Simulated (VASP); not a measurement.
# Be3F2 (P6/mmm) in VASP: a series of runs

Runs on Be3F2. Level: PBE. Tasks: single point, relaxation of cell and atoms.

Everything below comes from runs of VASP 6.6.1. Logs are shortened: lines on timing, memory, paths and dates and some standing lists are left out, and cuts for length are marked.

## Step 1: The cell of the first run

It takes space group P6/mmm (No. 191, hexagonal). The conventional cell has a = 4.047 Å, b = 4.047 Å, c = 6.193 Å, α = 90.00°, β = 90.00°, γ = 120.00°. Within 2.7 Å of Be (site symmetry mmm) lie 4 Be at 2.02 Å and 4 F at 2.33 Å. F (site symmetry 6mm) has 1 F at 2.30 Å and 6 Be at 2.33 Å within 3.0 Å.

The cell was built from a structure type or drawn by symmetry, and may not be a known phase.

## Step 2: Single point, PBE

INCAR

```
SYSTEM = Be3F2
PREC = Accurate
ENCUT = 520
EDIFF = 1E-7
ISMEAR = 0
SIGMA = 0.02
LREAL = .False.
LASPH = .True.
NELM = 80
ALGO = Normal
ISIF = 2
LWAVE = .False.
LCHARG = .False.
GGA = PE
NBANDS = 18
```

KPOINTS

```
Automatic mesh
0
Gamma
  12 12 6
  0 0 0
```

POSCAR

```
Be3F2
1.0
    4.0473930426      0.0000000000      0.0000000000
   -2.0236965213      3.5051451940      0.0000000000
    0.0000000000      0.0000000000      6.1931545846
Be F
3 2
Direct
    0.5000000000      0.0000000000      0.0000000000
    0.0000000000      0.5000000000      0.0000000000
    0.5000000000      0.5000000000      0.0000000000
    0.0000000000      0.0000000000      0.1859232749
    0.0000000000      0.0000000000      0.8140767251
```

Potentials or basis: VASP PAW PBE potentials, release 64 (Be, F).

Run with:

```sh
$ cat potpaw_PBE.64/Be/POTCAR potpaw_PBE.64/F/POTCAR > POTCAR
$ mpirun -np 1 vasp_std > vasp.out
```

OUTCAR:

```text
SYSTEM = Be3F2
   PREC = Accurate
   ENCUT = 520
   EDIFF = 1E-7
   ISMEAR = 0
   LREAL = .False.
   LASPH = .True.
   NELM = 80
   ISIF = 2
   GGA = PE

 ion  position               nearest neighbor table
   1  0.500  0.000  0.000-   2 2.02   3 2.02   3 2.02   2 2.02
   2  0.000  0.500  0.000-   3 2.02   3 2.02   1 2.02   1 2.02
   3  0.500  0.500  0.000-   2 2.02   2 2.02   1 2.02   1 2.02
   4  0.000  0.000  0.186-
   5  0.000  0.000  0.814-

  LATTYP: Found a hexagonal cell.
 ALAT       =     4.0473930426
 C/A-ratio  =     1.5301589244

  Lattice vectors:

 A1 = (   4.0473930426,   0.0000000000,   0.0000000000)
 A2 = (  -2.0236965213,   3.5051451940,   0.0000000000)
 A3 = (   0.0000000000,   0.0000000000,   6.1931545846)

Analysis of symmetry for initial positions (statically):
=====================================================================
 Subroutine PRICEL returns:
 Original cell was already a primitive cell.

 Routine SETGRP: Setting up the symmetry group for a
 hexagonal supercell.

 Subroutine GETGRP returns: Found 24 space group operations
 (whereof 24 operations were pure point group operations)
 out of a pool of 24 trial point group operations.

The static configuration has the point symmetry D_6h.

Analysis of symmetry for dynamics (positions and initial velocities):
=====================================================================
 Subroutine PRICEL returns:
 Original cell was already a primitive cell.

 Routine SETGRP: Setting up the symmetry group for a
 hexagonal supercell.

 Subroutine GETGRP returns: Found 24 space group operations
 (whereof 24 operations were pure point group operations)
 out of a pool of 24 trial point group operations.

The dynamic configuration has the point symmetry D_6h.

 Subroutine INISYM returns: Found 24 space group operations
 (whereof 24 operations are pure point group operations),
 and found     1 'primitive' translations

----------------------------------------------------------------------------------------

                                     Primitive cell

  volume of cell :      87.8604
[... 91 lines left out ...]
   LSORBIT =      F    spin-orbit coupling
   LASPH  =      T    aspherical Exc in radial PAW
   ENCUT  =  520.0 eV  38.22 Ry    6.18 a.u.   7.53  7.53 11.52*2*pi/ulx,y,z
   NELM   =     80;   NELMIN=  2; NELMDL= -5     # of ELM steps
   EDIFF  = 0.1E-06   stopping-criterion for ELM
   LREAL  =      F    real-space projection
   EDIFFG = 0.1E-05   stopping-criterion for IOM
   NSW    =      0    number of steps for IOM
   IBRION =     -1    ionic relax: 0-MD 1-quasi-New 2-CG
   NFREE  =      0    steps in history (QN), initial steepest desc. (CG)
   ISIF   =      2    stress and relaxation
   ISYM   =      2    0-nonsym 1-usesym 2-fastsym
   POTIM  = 0.5000    time-step for ionic-motion
   TEBEG  =    0.0;   TEEND  =   0.0 temperature during run
   PSTRESS=    0.0 pullay stress
   NELECT =      20.0000    total number of electrons
   NUPDOWN=      -1.0000    fix difference up-down
   EMIN   =  10.00;   EMAX   =-10.00  energy-range for DOS
   EFERMI =   0.00;   METHOD = LEGACY
   ISMEAR =     0;   SIGMA  =   0.02  broadening in eV -4-tet -1-fermi 0-gaus
   EFERMI_NEDOS =   21; number of points for ismear=-14 and -15
   IALGO  =     38    algorithm
   IMIX   =      4    mixing-type and parameters
     AMIX     =   0.40;   BMIX     =  1.00
     AMIX_MAG =   1.60;   BMIX_MAG =  1.00
  volume/ion in A,a.u.               =      17.57       118.58
  Fermi-wavevector in a.u.,A,eV,Ry     =   0.999587  1.888945 13.594577  0.999173
  Thomas-Fermi vector in A             =   2.131887
   LORBIT       =      0    0 simple, 1 ext, 2 COOP (PROOUT), +10 PAW based schemes
   GGA     = PE    functional components
   LHFCALC =     F    Hartree Fock is set to
   AEXX    =    0.0000 exact exchange contribution
   IVDW    =     0    specifies the selected vdW correction
   LEPSILON=     F    determine dielectric tensor
   LRPA    =     F    only Hartree local field effects (RPA)
 non-spin polarized calculation
 Gauss-broadening in eV      SIGMA  =   0.02
  energy-cutoff  :      520.00
  volume of cell :       87.86
 maximum number of plane-waves:      2391
   NGX = 15   NGY = 15   NGZ = 23

 number of electron      20.0000024 magnetization

 Free energy of the ion-electron system (eV)
  ---------------------------------------------------
  ext. energy  EPLUGINS =         0.00000000
  ---------------------------------------------------
  free energy    TOTEN  =       -17.46278889 eV

  energy without entropy =      -17.46278889  energy(sigma->0) =      -17.46278889

 E-fermi :  -1.8456     XC(G=0):  -6.7277

 val. band max:       -1.9358014762   @ k =   0.5000   0.0000   0.5000
 cond. band min:      -0.4601600496   @ k =   0.0000   0.0000   0.5000
 fundamental gap:      1.4756414265
 Fermi energy:        -1.8456278945

 k-point     1 :       0.0000    0.0000    0.0000
  band No.  band energies     occupation
      1     -23.7703      2.00000
      2     -23.1725      2.00000
      3      -6.8970      2.00000
      4      -5.9536      2.00000
      5      -5.9536      2.00000
      6      -4.7848      2.00000
[... 481 lines left out ...]
      5      -5.9994      2.00000
      6      -5.2984      2.00000
[... 10 lines left out ...]
     17       8.1649      0.00000
     18       8.2073      0.00000

 [... further k-points ...]

------------------------ aborting loop because EDIFF is reached ----------------------------------------

  FORCE on cell =-STRESS in cart. coord.  units (eV):
  Direction    XX          YY          ZZ          XY          YZ          ZX
  --------------------------------------------------------------------------------------
  -------------------------------------------------------------------------------------
  Total       -0.0500733     -0.0500733     -0.0629008      0.0000000     -0.0000000     -0.0000000
  in kB       -0.9131105     -0.9131105     -1.1470263      0.0000000     -0.0000000     -0.0000000
  external PRESSURE =      -0.9910825 kB  Pullay stress =       0.0000000 kB

 VOLUME and BASIS-vectors are now :
 -----------------------------------------------------------------------------
  energy-cutoff  :      520.00
  volume of cell :       87.86
      direct lattice vectors                 reciprocal lattice vectors
     4.047393043  0.000000000  0.000000000     0.247072619  0.142647443  0.000000000
    -2.023696521  3.505145194  0.000000000     0.000000000  0.285294886  0.000000000
     0.000000000  0.000000000  6.193154585     0.000000000  0.000000000  0.161468600

 POSITION                                       TOTAL-FORCE (eV/Angst)
 -----------------------------------------------------------------------------------
      2.02370      0.00000      0.00000        -0.000000      0.000000      0.000000
     -1.01185      1.75257      0.00000        -0.000000      0.000000      0.000000
      1.01185      1.75257      0.00000        -0.000000      0.000000      0.000000
      0.00000      0.00000      1.15145         0.000000      0.000000      0.004682
      0.00000      0.00000      5.04170         0.000000     -0.000000     -0.004682
 -----------------------------------------------------------------------------------
    total drift:                                0.000000      0.000000      0.000000

  FREE ENERGIE OF THE ION-ELECTRON SYSTEM (eV)
  ---------------------------------------------------
  free  energy   TOTEN  =       -17.4627888878 eV

  energy  without entropy=      -17.4627888878  energy(sigma->0) =      -17.46278889
```

Wall time 45 s (1 thread of Intel Xeon 6975P-C (Granite Rapids), shared host); peak memory 0.24 GiB.

Results:

| Quantity | Value |
| --- | --- |
| Free energy | -17.4628 eV |
| Pressure | -0.1 GPa |
| Largest force | 0.005 eV/Å |
| Band gap on the k mesh | 1.48 eV (least direct gap 1.99 eV) |

Forces in eV/Å, atoms in the order of the input:
```
Be   0.000  0.000  0.000
Be   0.000  0.000  0.000
Be   0.000  0.000  0.000
F    0.000  0.000  0.005
F    0.000  0.000 -0.005
```

Levels at points of the mesh, in eV from the valence-band top:
| k point | band 7 | band 8 | band 9 | band 10 | band 11 | band 12 | band 13 | band 14 |
| --- | --- | --- | --- | --- | --- | --- | --- | --- |
| (0.00, 0.00, 0.00) | -2.85 | -2.10 | -1.65 | -0.51 | 1.71 | 5.49 | 5.49 | 6.70 |
| (0.50, 0.00, 0.00) | -2.97 | -1.61 | -1.46 | 0.00 | 3.71 | 4.72 | 5.12 | 5.57 |
| (0.00, 0.00, 0.50) | -2.86 | -1.98 | -1.79 | -0.51 | 1.48 | 5.49 | 5.49 | 7.82 |
| (0.50, 0.00, 0.50) | -2.98 | -1.72 | -1.44 | 0.00 | 3.80 | 4.56 | 4.90 | 5.57 |

A k mesh can miss the band edges.

## Step 3: Relaxation of cell and atoms, PBE

This run uses another cell than the first one, of 16.39 Å³/atom.

INCAR

```
SYSTEM = Be3F2
ALGO = Normal
EDIFF = 1E-7
EDIFFG = -0.01
ENCUT = 600
GGA = PE
IBRION = 2
ISIF = 3
ISMEAR = 0
LASPH = .TRUE.
LCHARG = .FALSE.
LREAL = .FALSE.
LWAVE = .FALSE.
NELM = 100
NSW = 100
PREC = Accurate
SIGMA = 0.02
```

KPOINTS

```
k-points
0
G
  12 12 6
  0 0 0
```

POSCAR

```
Be3F2
1.0
    4.0469373772      0.0000000000      0.0000000000
   -2.0234686886      3.5047505762      0.0000000000
    0.0000000000      0.0000000000      5.7792391505
Be F
3 2
Direct
    0.5000000000      0.0000000000      0.0000000000
    0.0000000000      0.5000000000      0.0000000000
    0.5000000000      0.5000000000      0.0000000000
    0.0000000000      0.0000000000      0.1990982083
    0.0000000000      0.0000000000      0.8009017917
```

Potentials or basis: VASP PAW PBE potentials, release 64 (Be, F).

Run with:

```sh
$ cat potpaw_PBE.64/Be/POTCAR potpaw_PBE.64/F/POTCAR > POTCAR
$ mpirun -np 1 vasp_std > vasp.out
```

Wall time 49 s (1 thread of Intel Xeon 6975P-C (Granite Rapids), shared host); peak memory 0.27 GiB.

The run converged. Its results:

| Quantity | Value |
| --- | --- |
| Free energy | -17.4620 eV |
| Relaxed volume | 16.37 Å³/atom |
| Relaxed cell | a = 4.044 Å, b = 4.044 Å, c = 5.780 Å, α = 90.00°, β = 90.00°, γ = 120.00° |
| Space group after relaxing (to 0.1 Å) | P6/mmm (No. 191) |
| Energy gained by relaxing | 0.0 meV/atom |
| Ionic steps | 2 |
| Pressure after relaxing | 0.0 GPa |
| Band gap on the k mesh | 1.41 eV (least direct gap 1.93 eV) |

Final structure:
```
CELL_PARAMETERS angstrom
4.04400 0.00000 0.00000
-2.02200 3.50220 0.00000
0.00000 0.00000 5.77994
ATOMIC_POSITIONS crystal
Be 0.50000 0.00000 0.00000
Be 0.00000 0.50000 0.00000
Be 0.50000 0.50000 0.00000
F 0.00000 0.00000 0.19915
F 0.00000 0.00000 0.80085
```

Levels at points of the mesh, in eV from the valence-band top:
| k point | band 7 | band 8 | band 9 | band 10 | band 11 | band 12 | band 13 | band 14 |
| --- | --- | --- | --- | --- | --- | --- | --- | --- |
| (0.00, 0.00, 0.00) | -2.85 | -2.16 | -1.59 | -0.52 | 1.77 | 5.49 | 5.49 | 6.98 |
| (0.50, 0.00, 0.00) | -2.98 | -1.56 | -1.48 | -0.01 | 3.69 | 4.76 | 5.17 | 5.58 |
| (0.00, 0.00, 0.50) | -2.88 | -1.93 | -1.85 | -0.52 | 1.41 | 5.49 | 5.49 | 7.85 |
| (0.50, 0.00, 0.50) | -3.00 | -1.79 | -1.43 | 0.00 | 3.82 | 4.52 | 4.85 | 5.58 |

A k mesh can miss the band edges.
